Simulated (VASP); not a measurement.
Runs of VASP 6.6.1 on SnO. The structure is that of space group P4/nmm (No. 129), or close to it. The cells are those of the table. 

```tsv
level	spin	cell	cutoff (eV)	smearing	gap on the mesh (eV)	pressure (GPa)	largest force (eV/Å)
PBE	off	a = 3.793, b = 3.793, c = 4.854 Å, 4 atoms	520	fermi-dirac 0.02 eV	(a)	5.2	0.58
r2SCAN	off	a = 3.793, b = 3.793, c = 4.758 Å, 4 atoms	520	fermi-dirac 0.02 eV	0.03	1.8	0.12
r2SCAN	off	a = 3.793, b = 3.793, c = 4.854 Å, 4 atoms	520	fermi-dirac 0.02 eV	0.16	(b)	0.13
r2SCAN	off	a = 3.793, b = 3.793, c = 4.901 Å, 4 atoms	520	fermi-dirac 0.02 eV	0.23	1.2	0.13
r2SCAN	off	a = 3.793, b = 3.793, c = 4.568 Å, 4 atoms	520	fermi-dirac 0.02 eV	none	2.9	0.13
r2SCAN	off	a = 3.793, b = 3.793, c = 4.806 Å, 4 atoms	520	fermi-dirac 0.02 eV	0.10	1.6	0.12
r2SCAN	off	a = 3.793, b = 3.793, c = 4.949 Å, 4 atoms	520	gaussian 0.01 eV	0.30	1.1	0.13
r2SCAN	non-collinear, zero start, SOC	a = 3.793, b = 3.793, c = 4.616 Å, 4 atoms	660	fermi-dirac 0.02 eV	-	2.5	0.12
```

Alike in all rows: task single point; potentials or basis VASP PAW PBE potentials, release 64 (Sn_d, O); k mesh 6 × 6 × 6.

Q: Estimate the missing entries.

A: (a) 0.05; (b) 1.4.

Caveats: spin-orbit coupling is left out, which moves the levels of the heavy elements (some runs); the PAW data sets were made with another functional, which shifts forces and pressure a little (some runs).

A k mesh can miss the band edges, and rows without SOC leave out spin-orbit coupling on Sn.

A gap of «none» marks levels without a gap at the run's occupations.
